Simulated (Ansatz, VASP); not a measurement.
**NiO: VASP beside Ansatz**

File INCAR:

```
PREC     = Accurate       # precision mode
ENCUT    = 700            # plane-wave cutoff, eV
EDIFF    = 1E-6           # SCF threshold, eV
ISMEAR   = 0              # smearing method
SIGMA    = 0.05           # smearing width, eV
LREAL    = F              # projectors in reciprocal space
LASPH    = T              # aspherical terms in the spheres
NELM     = 200            # most SCF steps
ALGO     = Normal         # electronic algorithm
ISIF     = 2              # what is computed and relaxed
LWAVE    = F              # write WAVECAR
LCHARG   = F              # write CHGCAR
ISPIN    = 2              # spin polarisation
MAGMOM   = 2 -2 0 0       # initial moments
LORBIT   = 11             # projections on sites
LMAXMIX  = 4              # l up to which the mixer works
LDAU     = T              # DFT+U
LDAUTYPE = 2            
LDAUL    = 2 -1           # shell
LDAUU    = 6.2 0          # U, eV
LDAUJ    = 0 0          
LDAUPRINT= 1            
GGA      = PE             # functional
NBANDS   = 36             # bands
GGA_COMPAT= F
```

File KPOINTS:

```
regular mesh
0
Gamma
  5 5 3
```

The input POSCAR:

```
NiO
1.0
    0.0000000000      2.1337897282     -2.1337897282
    0.0000000000      2.1337897282      2.1337897282
    4.2675794564      0.0000000000      0.0000000000
Ni O
2 2
Direct
    0.0000000000      0.0000000000      0.0000000000
    0.5000000000      0.5000000000      0.5000000000
    0.0000000000      1.0000000000      0.5000000000
    0.5000000000      1.5000000000      1.0000000000
```

Input for Ansatz:

```yaml
crystal:
  lattice:
    - [0.0, 2.1337897282, -2.1337897282]
    - [0.0, 2.1337897282, 2.1337897282]
    - [4.2675794564, 0.0, 0.0]
  atoms:
    - { symbol: Ni, position: [0.0, 0.0, 0.0], spin: 2.0 }
    - { symbol: O, position: [0.0, 1.0, 0.5] }
    - { symbol: Ni, position: [0.5, 0.5, 0.5], spin: -2.0 }
    - { symbol: O, position: [0.5, 1.5, 1.0] }
basis:
  ecutwfc: 420
  ecutrho_ratio: 4
kpoints:
  mp_grid: { grid: [5, 5, 3] }
hamiltonian:
  xc: pbe
  hubbard: { sites: [{ species: Ni, l: d, u_eff: 6.2 }] }
scf:
  occupations: { method: gaussian, width: 0.05 }
output:
  forces: true
  stress: true
  eigenvalues: true
  populations: true
  hubbard: { sites: [{ species: Ni, l: d }] }
magnetization:
  spin_polarized: true
```

Alike in both runs: task single point; functional PBE; k mesh 5 × 5 × 3; occupations gaussian, width 0.05 eV; collinear spin; Hubbard terms Ni d U = 6.2 eV.

|  | VASP | Ansatz |
| --- | --- | --- |
| version | VASP 6.6.1 | Ansatz 0.2.0 |
| potentials or method | VASP PAW PBE potentials, release 64 (Ni_sv_GW, O), cutoff 700 eV | scalar-relativistic, plane waves, PAW |
| valence electrons in the cell | 48 | 48 |

VASP gave:

```
gap on the k mesh at the Fermi level (eV)                     : 2.28
least direct gap on the mesh (eV)                             : 3.47
pressure (GPa)                                                : -2.2
net moment per atom (μB)                                      : 0.00
size of the moment on the site where the two differ most (μB) : 1.80
```

**Question.** Which values does Ansatz return?

**Answer.** gap on the k mesh at the Fermi level (eV): 2.23; least direct gap on the mesh (eV): 3.15; pressure (GPa): 0.2; net moment per atom (μB): 0.00; size of the moment on the site where the two differ most (μB): 1.74.

Site moments also hang on the region over which each program counts them. The programs project onto different local orbitals, so the same U acts differently, and such runs can settle in different states.

The k mesh is coarse, so the values compare programs but aren't converged.
